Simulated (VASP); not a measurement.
# Sr3Bi (Fm-3m) in VASP: further runs

Sr3Bi is run at these levels: PBE; tasks: single point, relaxation of cell and atoms.

All numbers are computed with VASP 6.6.1; they aren't measurements. Logs are shortened: lines on timing, memory, paths and dates and some standing lists are left out, and cuts for length are marked.

## Step 1: The cell of the first run

It takes space group Fm-3m (No. 225, cubic). The conventional cell has a = 8.789 Å, b = 8.789 Å, c = 8.789 Å, α = 90.00°, β = 90.00°, γ = 90.00°. Sr (site symmetry m-3m) has 8 Sr at 3.81 Å and 6 Bi at 4.39 Å within 5.0 Å. Sr (site symmetry -43m) has 10 Sr at 3.81 to 4.39 Å and 4 Bi at 3.81 Å within 5.0 Å. Within 5.0 Å of Bi (site symmetry m-3m) lie 14 Sr at 3.81 to 4.39 Å.

## Step 2: Single point, PBE

INCAR

```
PREC     = Accurate       # precision mode
ENCUT    = 520            # plane-wave cutoff, eV
EDIFF    = 1E-7           # SCF threshold, eV
ISMEAR   = 0              # smearing method
SIGMA    = 0.1            # smearing width, eV
LREAL    = F              # projectors in reciprocal space
LASPH    = T              # aspherical terms in the spheres
NELM     = 100            # most SCF steps
ALGO     = Normal         # electronic algorithm
ISIF     = 2              # what is computed and relaxed
LWAVE    = F              # write WAVECAR
LCHARG   = T              # write CHGCAR
GGA      = PE             # functional
LELF     = T              # ELF
LVHAR    = T            
NBANDS   = 30             # bands
```

KPOINTS

```
Automatic mesh
0
Gamma
  10 10 10
```

POSCAR

```
Sr3Bi
1.0
    0.0000000000      4.3944947568      4.3944947568
    4.3944947568      0.0000000000      4.3944947568
    4.3944947568      4.3944947568      0.0000000000
Sr Bi
3 1
Direct
    0.5000000000      0.5000000000      0.5000000000
    0.2500000000      0.2500000000      0.2500000000
    0.7500000000      0.7500000000      0.7500000000
    0.0000000000      0.0000000000      0.0000000000
```

Potentials or basis: VASP PAW PBE potentials, release 64 (Sr_sv, Bi_d).

Command:

```
$ cat potpaw_PBE.64/Sr_sv/POTCAR potpaw_PBE.64/Bi_d/POTCAR > POTCAR
$ mpirun -np 1 vasp_std > vasp.out
```

OUTCAR:

```text
PREC = Accurate
   ENCUT = 520
   EDIFF = 1E-7
   ISMEAR = 0
   LREAL = F
   LASPH = T
   NELM = 100
   ISIF = 2
   GGA = PE

 ion  position               nearest neighbor table
   1  0.500  0.500  0.500-   2 3.81   2 3.81   2 3.81   2 3.81   3 3.81   3 3.81   3 3.81   3 3.81
                             4 4.39   4 4.39   4 4.39   4 4.39   4 4.39   4 4.39
   2  0.250  0.250  0.250-   4 3.81   4 3.81   4 3.81   1 3.81   4 3.81   1 3.81   1 3.81   1 3.81
                             3 4.39   3 4.39   3 4.39   3 4.39   3 4.39   3 4.39
   3  0.750  0.750  0.750-   1 3.81   1 3.81   1 3.81   1 3.81   4 3.81   4 3.81   4 3.81   4 3.81
                             2 4.39   2 4.39   2 4.39   2 4.39   2 4.39   2 4.39
   4  0.000  0.000  0.000-   3 3.81   3 3.81   3 3.81   2 3.81   3 3.81   2 3.81   2 3.81   2 3.81
                             1 4.39   1 4.39   1 4.39   1 4.39   1 4.39   1 4.39

  LATTYP: Found a face centered cubic cell.
 ALAT       =     8.7889895136

  Lattice vectors:

 A1 = (   0.0000000000,   4.3944947568,   4.3944947568)
 A2 = (   4.3944947568,   0.0000000000,   4.3944947568)
 A3 = (   4.3944947568,   4.3944947568,   0.0000000000)

Analysis of symmetry for initial positions (statically):
=====================================================================
 Subroutine PRICEL returns:
 Original cell was already a primitive cell.

 Routine SETGRP: Setting up the symmetry group for a
 face centered cubic supercell.

 Subroutine GETGRP returns: Found 48 space group operations
 (whereof 48 operations were pure point group operations)
 out of a pool of 48 trial point group operations.

The static configuration has the point symmetry O_h .

Analysis of symmetry for dynamics (positions and initial velocities):
=====================================================================
 Subroutine PRICEL returns:
 Original cell was already a primitive cell.

 Routine SETGRP: Setting up the symmetry group for a
 face centered cubic supercell.

 Subroutine GETGRP returns: Found 48 space group operations
 (whereof 48 operations were pure point group operations)
 out of a pool of 48 trial point group operations.

The dynamic configuration has the point symmetry O_h .

 Subroutine INISYM returns: Found 48 space group operations
 (whereof 48 operations are pure point group operations),
 and found     1 'primitive' translations

----------------------------------------------------------------------------------------

                                     Primitive cell

  volume of cell :     169.7293

  direct lattice vectors                    reciprocal lattice vectors
     0.000000000  4.394494757  4.394494757    -0.113778723  0.113778723  0.113778723
     4.394494757  0.000000000  4.394494757     0.113778723 -0.113778723  0.113778723
     4.394494757  4.394494757  0.000000000     0.113778723  0.113778723 -0.113778723

  length of vectors
     6.214754085  6.214754085  6.214754085     0.197070528  0.197070528  0.197070528

  position of ions in fractional coordinates (direct lattice)
     0.500000000  0.500000000  0.500000000
     0.250000000  0.250000000  0.250000000
     0.750000000  0.750000000  0.750000000
     0.000000000  0.000000000  0.000000000

  ion indices of the primitive-cell ions
   primitive index   ion index
                 1           1
                 2           2
                 3           3
                 4           4

----------------------------------------------------------------------------------------

 KPOINTS: Automatic mesh

Automatic generation of k-mesh.
 Grid dimensions read from file:
 generate k-points for:   10   10   10

 Generating k-lattice:

  Cartesian coordinates                     Fractional coordinates (reciprocal lattice)
    -0.011377872  0.011377872  0.011377872     0.100000000  0.000000000  0.000000000
     0.011377872 -0.011377872  0.011377872     0.000000000  0.100000000  0.000000000
     0.011377872  0.011377872 -0.011377872     0.000000000  0.000000000  0.100000000

  Length of vectors
     0.019707053  0.019707053  0.019707053

  Shift w.r.t. Gamma in fractional coordinates (k-lattice)
     0.000000000  0.000000000  0.000000000

 Subroutine IBZKPT returns following result:
 ===========================================

 Found     47 irreducible k-points:

 Following reciprocal coordinates:
            Coordinates               Weight
  0.000000  0.000000  0.000000      1.000000
  0.100000  0.000000  0.000000      8.000000
  0.200000  0.000000  0.000000      8.000000
  0.300000  0.000000  0.000000      8.000000
  0.400000  0.000000  0.000000      8.000000
  0.500000  0.000000  0.000000      4.000000
[... 16 lines left out ...]
  0.300000  0.300000  0.000000      6.000000
  0.400000  0.300000  0.000000     24.000000
 [... further k-points ...]
   k-points           NKPTS =     47   k-points in BZ     NKDIM =     47   number of bands    NBANDS=     30
   number of dos      NEDOS =    301   number of ions     NIONS =      4
   total plane-waves  NPLWV = 110592
   dimension x,y,z NGX =    48 NGY =   48 NGZ =   48
   dimension x,y,z NGXF=    96 NGYF=   96 NGZF=   96
   ions per type =               3   1
   NGX,Y,Z   is equivalent  to a cutoff of  12.84, 12.84, 12.84 a.u.
   NGXF,Y,Z  is equivalent  to a cutoff of  25.68, 25.68, 25.68 a.u.
 SYSTEM =  unknown system
   PREC   = accura    normal or accurate (medium, high low for compatibility)
   ISTART =      0    job   : 0-new  1-cont  2-samecut
   ICHARG =      2    charge: 1-file 2-atom 10-const
   ISPIN  =      1    spin polarized calculation?
   LNONCOLLINEAR =      F non collinear calculations
   LSORBIT =      F    spin-orbit coupling
   LASPH  =      T    aspherical Exc in radial PAW
   ENCUT  =  520.0 eV  38.22 Ry    6.18 a.u.  11.56 11.56 11.56*2*pi/ulx,y,z
   NELM   =    100;   NELMIN=  2; NELMDL= -5     # of ELM steps
   EDIFF  = 0.1E-06   stopping-criterion for ELM
   LREAL  =      F    real-space projection
   EDIFFG = 0.1E-05   stopping-criterion for IOM
   NSW    =      0    number of steps for IOM
   IBRION =     -1    ionic relax: 0-MD 1-quasi-New 2-CG
   NFREE  =      0    steps in history (QN), initial steepest desc. (CG)
   ISIF   =      2    stress and relaxation
   ISYM   =      2    0-nonsym 1-usesym 2-fastsym
   POTIM  = 0.5000    time-step for ionic-motion
   TEBEG  =    0.0;   TEEND  =   0.0 temperature during run
   PSTRESS=    0.0 pullay stress
   NELECT =      45.0000    total number of electrons
   NUPDOWN=      -1.0000    fix difference up-down
   EMIN   =  10.00;   EMAX   =-10.00  energy-range for DOS
   EFERMI =   0.00;   METHOD = LEGACY
   ISMEAR =     0;   SIGMA  =   0.10  broadening in eV -4-tet -1-fermi 0-gaus
   EFERMI_NEDOS =   21; number of points for ismear=-14 and -15
   IALGO  =     38    algorithm
   IMIX   =      4    mixing-type and parameters
     AMIX     =   0.40;   BMIX     =  1.00
     AMIX_MAG =   1.60;   BMIX_MAG =  1.00
  volume/ion in A,a.u.               =      42.43       286.35
  Fermi-wavevector in a.u.,A,eV,Ry     =   1.051704  1.987432 15.049140  1.106081
  Thomas-Fermi vector in A             =   2.186757
   LORBIT       =      0    0 simple, 1 ext, 2 COOP (PROOUT), +10 PAW based schemes
   GGA     = PE    functional components
   LHFCALC =     F    Hartree Fock is set to
   AEXX    =    0.0000 exact exchange contribution
   IVDW    =     0    specifies the selected vdW correction
   LEPSILON=     F    determine dielectric tensor
   LRPA    =     F    only Hartree local field effects (RPA)
 non-spin polarized calculation
 Gauss-broadening in eV      SIGMA  =   0.10
  energy-cutoff  :      520.00
  volume of cell :      169.73
 maximum number of plane-waves:      4621
 NGX is ok and might be reduce to    48
   NGX = 23   NGY = 23   NGZ = 23

 number of electron      44.9999997 magnetization

 Free energy of the ion-electron system (eV)
  ---------------------------------------------------
  ext. energy  EPLUGINS =         0.00000000
  ---------------------------------------------------
  free energy    TOTEN  =        -9.85102845 eV

  energy without entropy =       -9.82721556  energy(sigma->0) =       -9.83912201

 E-fermi :   3.4240     XC(G=0):  -8.3226

 val. band max:        3.4169154432   @ k =   0.5000   0.1000   0.0000
 cond. band min:       3.4250838879   @ k =  -0.1000   0.1000   0.0000
 fundamental gap:      0.0081684447
 Fermi energy:         3.4240189571

 k-point     1 :       0.0000    0.0000    0.0000
  band No.  band energies     occupation
      1     -33.3448      2.00000
      2     -33.1422      2.00000
      3     -33.1369      2.00000
      4     -19.1341      2.00000
      5     -19.1341      2.00000
      6     -19.1341      2.00000
[... 22 lines left out ...]
     29       6.0011      0.00000
     30       6.0011      0.00000

 k-point     2 :       0.1000    0.0000    0.0000
  band No.  band energies     occupation
      1     -33.3444      2.00000
      2     -33.1423      2.00000
      3     -33.1371      2.00000
      4     -19.1340      2.00000
      5     -19.1340      2.00000
      6     -19.1340      2.00000
[... 22 lines left out ...]
     29       5.9753      0.00000
     30       5.9753      0.00000

 k-point     3 :       0.2000    0.0000    0.0000
  band No.  band energies     occupation
      1     -33.3436      2.00000
      2     -33.1424      2.00000
      3     -33.1378      2.00000
      4     -19.1340      2.00000
      5     -19.1340      2.00000
      6     -19.1337      2.00000
[... 22 lines left out ...]
     29       5.8940      0.00000
     30       5.8940      0.00000

 k-point     4 :       0.3000    0.0000    0.0000
  band No.  band energies     occupation
      1     -33.3426      2.00000
      2     -33.1424      2.00000
      3     -33.1388      2.00000
      4     -19.1339      2.00000
      5     -19.1339      2.00000
      6     -19.1333      2.00000
[... 616 lines left out ...]
     29       5.5211      0.00000
     30       6.0528      0.00000

 k-point    23 :       0.3000    0.3000    0.0000
  band No.  band energies     occupation
      1     -33.3419      2.00000
      2     -33.1430      2.00000
      3     -33.1390      2.00000
      4     -19.1337      2.00000
      5     -19.1337      2.00000
      6     -19.1333      2.00000
[... 22 lines left out ...]
     29       5.4603      0.00000
     30       5.7265      0.00000

 k-point    24 :       0.4000    0.3000    0.0000
  band No.  band energies     occupation
      1     -33.3412      2.00000
      2     -33.1430      2.00000
      3     -33.1396      2.00000
      4     -19.1336      2.00000
      5     -19.1336      2.00000
      6     -19.1332      2.00000
[... 22 lines left out ...]
     29       5.3134      0.00000
     30       5.9812      0.00000

 [... further k-points ...]

------------------------ aborting loop because EDIFF is reached ----------------------------------------

  FORCE on cell =-STRESS in cart. coord.  units (eV):
  Direction    XX          YY          ZZ          XY          YZ          ZX
  --------------------------------------------------------------------------------------
  -------------------------------------------------------------------------------------
  Total        0.0136033      0.0136033      0.0136033      0.0000000      0.0000000      0.0000000
  in kB        0.1284096      0.1284096      0.1284096      0.0000000      0.0000000      0.0000000
  external PRESSURE =       0.1284096 kB  Pullay stress =       0.0000000 kB

 VOLUME and BASIS-vectors are now :
 -----------------------------------------------------------------------------
  energy-cutoff  :      520.00
  volume of cell :      169.73
      direct lattice vectors                 reciprocal lattice vectors
     0.000000000  4.394494757  4.394494757    -0.113778723  0.113778723  0.113778723
     4.394494757  0.000000000  4.394494757     0.113778723 -0.113778723  0.113778723
     4.394494757  4.394494757  0.000000000     0.113778723  0.113778723 -0.113778723

 POSITION                                       TOTAL-FORCE (eV/Angst)
 -----------------------------------------------------------------------------------
      4.39449      4.39449      4.39449         0.000000     -0.000000      0.000000
      2.19725      2.19725      2.19725        -0.000000     -0.000000     -0.000000
      6.59174      6.59174      6.59174         0.000000      0.000000      0.000000
      0.00000      0.00000      0.00000         0.000000     -0.000000      0.000000
 -----------------------------------------------------------------------------------
    total drift:                               -0.000000     -0.000000     -0.000000

  FREE ENERGIE OF THE ION-ELECTRON SYSTEM (eV)
  ---------------------------------------------------
  free  energy   TOTEN  =        -9.8510284530 eV

  energy  without entropy=       -9.8272155608  energy(sigma->0) =       -9.83912201
```

Run time: 2.1 min. Hardware: 1 thread of Intel Xeon 6975P-C (Granite Rapids), shared host; peak memory 0.44 GiB.

What came out:

| Item | Value |
| --- | --- |
| Free energy | -9.8510 eV |
| Pressure | 0.0 GPa |

Levels at points of the mesh, in eV from the Fermi level:
```csv
k point,band 20,band 21,band 22,band 23,band 24,band 25
"(0.00, 0.00, 0.00)",-1.98,-1.98,-1.98,-0.20,-0.20,0.75
"(0.50, 0.00, 0.00)",-2.08,-2.08,-0.52,0.27,0.65,0.65
"(0.50, 0.50, 0.00)",-1.91,-1.91,-1.33,-0.93,1.03,1.04
```

Caveat: spin-orbit coupling is left out, which moves the levels of the heavy elements.

## Step 3: Relaxation of cell and atoms, PBE

This run uses another cell than the first one, of 41.39 Å³/atom, 0.975 times its volume.

INCAR

```
SYSTEM = Sr3Bi
PREC = Accurate ; ENCUT = 600
EDIFF = 1E-6 ; ISMEAR = 0
SIGMA = 0.1 ; LREAL = .FALSE.
LASPH = .TRUE. ; NELM = 100
ALGO = Normal ; ISIF = 3
LWAVE = .FALSE. ; LCHARG = .FALSE.
GGA = PE ; IBRION = 2
NSW = 100 ; EDIFFG = -0.01
```

KPOINTS

```
regular mesh
0
G
  10 10 10
  0 0 0
```

POSCAR

```
Sr3Bi
1.0
    0.0000000000      4.3581090343      4.3581090343
    4.3581090343      0.0000000000      4.3581090343
    4.3581090343      4.3581090343      0.0000000000
Sr Bi
3 1
Direct
    0.5000000000      0.5000000000      0.5000000000
    0.2500000000      0.2500000000      0.2500000000
    0.7500000000      0.7500000000      0.7500000000
    0.0000000000      0.0000000000      0.0000000000
```

Potentials or basis: VASP PAW PBE potentials, release 64 (Sr_sv, Bi_d).

Command:

```
$ cat potpaw_PBE.64/Sr_sv/POTCAR potpaw_PBE.64/Bi_d/POTCAR > POTCAR
$ mpirun -np 1 vasp_std > vasp.out
```

OUTCAR:

```text
SYSTEM = Sr3Bi
   PREC = Accurate
   ENCUT = 600
   EDIFF = 1E-6
   ISMEAR = 0
   LREAL = .FALSE.
   LASPH = .TRUE.
   NELM = 100
   ISIF = 3
   GGA = PE
   IBRION = 2
   NSW = 100
   EDIFFG = -0.01

 ion  position               nearest neighbor table
   1  0.500  0.500  0.500-   2 3.77   2 3.77   2 3.77   2 3.77   3 3.77   3 3.77   3 3.77   3 3.77
                             4 4.36   4 4.36   4 4.36   4 4.36   4 4.36   4 4.36
   2  0.250  0.250  0.250-   4 3.77   4 3.77   4 3.77   1 3.77   4 3.77   1 3.77   1 3.77   1 3.77
                             3 4.36   3 4.36   3 4.36   3 4.36   3 4.36   3 4.36
   3  0.750  0.750  0.750-   1 3.77   1 3.77   1 3.77   1 3.77   4 3.77   4 3.77   4 3.77   4 3.77
                             2 4.36   2 4.36   2 4.36   2 4.36   2 4.36   2 4.36
   4  0.000  0.000  0.000-   3 3.77   3 3.77   3 3.77   2 3.77   3 3.77   2 3.77   2 3.77   2 3.77
                             1 4.36   1 4.36   1 4.36   1 4.36   1 4.36   1 4.36

  LATTYP: Found a face centered cubic cell.
 ALAT       =     8.7162180686

  Lattice vectors:
[... 270 lines left out ...]

 E-fermi :   3.4094     XC(G=0):  -8.3131

 val. band max:        3.4029633434   @ k =   0.2000   0.1000   0.0000
 cond. band min:       3.4137476108   @ k =  -0.1000   0.1000   0.0000
 fundamental gap:      0.0107842674
 Fermi energy:         3.4093538220

 k-point     1 :       0.0000    0.0000    0.0000
  band No.  band energies     occupation
      1     -33.3630      2.00000
      2     -33.1619      2.00000
      3     -33.1567      2.00000
      4     -19.1466      2.00000
      5     -19.1466      2.00000
      6     -19.1466      2.00000
[... 709 lines left out ...]
     26       4.4868      0.00000
     27       4.4942      0.00000

 [... further k-points ...]

------------------------ aborting loop because EDIFF is reached ----------------------------------------

  FORCE on cell =-STRESS in cart. coord.  units (eV):
  Direction    XX          YY          ZZ          XY          YZ          ZX
  --------------------------------------------------------------------------------------
  -------------------------------------------------------------------------------------
  Total       -0.0103420     -0.0103420     -0.0103420     -0.0000000      0.0000000      0.0000000
  in kB       -0.0973717     -0.0973717     -0.0973717     -0.0000000      0.0000000      0.0000000
  external PRESSURE =      -0.0973717 kB  Pullay stress =       0.0000000 kB
[... 19 lines left out ...]
  FREE ENERGIE OF THE ION-ELECTRON SYSTEM (eV)
  ---------------------------------------------------
  free  energy   TOTEN  =        -9.8506592546 eV

  energy  without entropy=       -9.8268555915  energy(sigma->0) =       -9.83875742

 reached required accuracy - stopping structural energy minimisation
```

OSZICAR:

```text
N       E                     dE             d eps       ncg     rms          rms(c)
DAV:   1     0.422048367376E+03    0.42205E+03   -0.23091E+04  2538   0.171E+03
DAV:   2     0.299711254981E+02   -0.39208E+03   -0.38522E+03  2708   0.424E+02
DAV:   3    -0.683141109695E+01   -0.36803E+02   -0.36003E+02  3725   0.126E+02
[... 28 lines left out ...]
DAV:   5    -0.985068894507E+01   -0.54382E-03   -0.30295E-03  4021   0.314E-01    0.572E-02
DAV:   6    -0.985065523928E+01    0.33706E-04   -0.22565E-04  3052   0.807E-02    0.438E-02
DAV:   7    -0.985065831178E+01   -0.30725E-05   -0.67752E-05  4253   0.405E-02    0.996E-03
DAV:   8    -0.985066017400E+01   -0.18622E-05   -0.42628E-06  2163   0.125E-02    0.484E-03
DAV:   9    -0.985065925456E+01    0.91944E-06   -0.27795E-07  1455   0.394E-03
   3 F= -.98506593E+01 E0= -.98387574E+01  d E =-.575937E-02
```

Wall time 5.3 min (1 thread of Intel Xeon 6975P-C (Granite Rapids), shared host); peak memory 0.51 GiB.

What came out:

```
Free energy                            : -9.8507 eV
Relaxed volume                         : 42.54 Å³/atom
Relaxed cell                           : a = 6.220 Å, b = 6.220 Å, c = 6.220 Å, α = 60.00°, β = 60.00°, γ = 60.00°
Space group after relaxing (to 0.05 Å) : Fm-3m (No. 225)
Energy gained by relaxing              : 1.4 meV/atom
Ionic steps                            : 3
Pressure after relaxing                : 0.0 GPa
```

The path:
```tsv
step	energy change (eV)	largest force (eV/Å)	pressure (GPa)	volume (Å³)
1	0.0000	0.0000	0.42	165.55
2	-0.0048	0.0000	0.17	168.15
3	-0.0058	0.0000	-0.01	170.17
```

Final structure:
```cif
data_structure
_symmetry_space_group_name_H-M 'P 1'
_symmetry_Int_Tables_number 1
_cell_length_a 6.2201
_cell_length_b 6.2201
_cell_length_c 6.2201
_cell_angle_alpha 60.000
_cell_angle_beta 60.000
_cell_angle_gamma 60.000
_cell_volume 170.17
loop_
_atom_site_label
_atom_site_type_symbol
_atom_site_fract_x
_atom_site_fract_y
_atom_site_fract_z
_atom_site_occupancy
Sr1 Sr 0.50000 0.50000 0.50000 1
Sr2 Sr 0.25000 0.25000 0.25000 1
Sr3 Sr 0.75000 0.75000 0.75000 1
Bi1 Bi 0.00000 0.00000 0.00000 1
```

Levels at points of the mesh, in eV from the Fermi level:
| k point | band 18 | band 19 | band 20 | band 21 | band 22 | band 23 | band 24 | band 25 | band 26 | band 27 |
| --- | --- | --- | --- | --- | --- | --- | --- | --- | --- | --- |
| (0.00, 0.00, 0.00) | -10.53 | -2.50 | -1.97 | -1.97 | -1.97 | -0.20 | -0.20 | 0.75 | 0.75 | 0.75 |
| (0.50, 0.00, 0.00) | -10.43 | -3.41 | -2.07 | -2.07 | -0.52 | 0.27 | 0.65 | 0.65 | 0.77 | 0.77 |
| (0.50, 0.50, 0.00) | -10.42 | -3.19 | -1.91 | -1.91 | -1.33 | -0.93 | 1.03 | 1.04 | 1.18 | 1.18 |

Caveat: spin-orbit coupling is left out, which moves the levels of the heavy elements.

(Part 1 of 2 ends here.)
